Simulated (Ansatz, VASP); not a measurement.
**NbTe: VASP beside Ansatz**

Contents of INCAR:

```
SYSTEM = NbTe
PREC = Accurate
ENCUT = 520
EDIFF = 1E-7
ISMEAR = -1
SIGMA = 0.1
LREAL = .False.
LASPH = .True.
NELM = 60
ALGO = Normal
ISIF = 2
LWAVE = .False.
LCHARG = .False.
GGA = PS
ISYM = 0
NBANDS = 16
```

Contents of KPOINTS:

```
Automatic mesh
0
Gamma
  12 12 12
  0 0 0
```

File POSCAR:

```
NbTe
1.0
    3.2920693475      0.0000000000      0.0000000000
    0.0000000000      3.2920693475      0.0000000000
    0.0000000000      0.0000000000      3.2920693475
Nb Te
1 1
Direct
    0.0000000000      0.0000000000      0.0000000000
    0.5000000000      0.5000000000      0.5000000000
```

Input for Ansatz:

```yaml
crystal:
  lattice:
    - [3.2920693475, 0.0, 0.0]
    - [0.0, 3.2920693475, 0.0]
    - [0.0, 0.0, 3.2920693475]
  atoms:
    - { symbol: Nb, position: [0.0, 0.0, 0.0] }
    - { symbol: Te, position: [0.5, 0.5, 0.5] }
  symmetry: { detect: false }
kpoints:
  mp_grid: { grid: [12, 12, 12] }
scf:
  occupations: { method: fermi_dirac, width: 0.1 }
hamiltonian:
  xc: pbesol
  pseudopotentials: { kind: paw }
output:
  forces: true
  stress: true
  eigenvalues: true
  populations: true
  write_density: true
  write_potential: true
  elf: true
  volumetric_format: npy
```

Alike in both runs: task single point; functional PBEsol; k mesh 12 × 12 × 12; occupations fermi-dirac, width 0.1 eV; no spin polarisation.

```csv
,VASP,Ansatz
version,VASP 6.6.1,Ansatz 0.2.0
potentials or method,"VASP PAW PBE potentials, release 64 (Nb_sv, Te)","PAW with Ansatz's default frozen-core files, scalar-relativistic"
plane-wave cutoff (eV),520,420
valence electrons in the cell,19,29
```

|  | VASP | Ansatz | Ansatz less VASP |
| --- | --- | --- | --- |
| gap on the k mesh at the Fermi level (eV) | none | none | - |
| pressure (GPa) | 14.8 | 14.9 | +0.07 |

VASP's potentials were made for PBE, not for PBEsol. A gap of «none» marks a metal or a gap that the smearing closes. VASP's potentials hold 19 valence electrons a cell and Ansatz's 29, so a difference there can come from the potentials and not from the codes.

Neither program's run includes spin-orbit coupling.
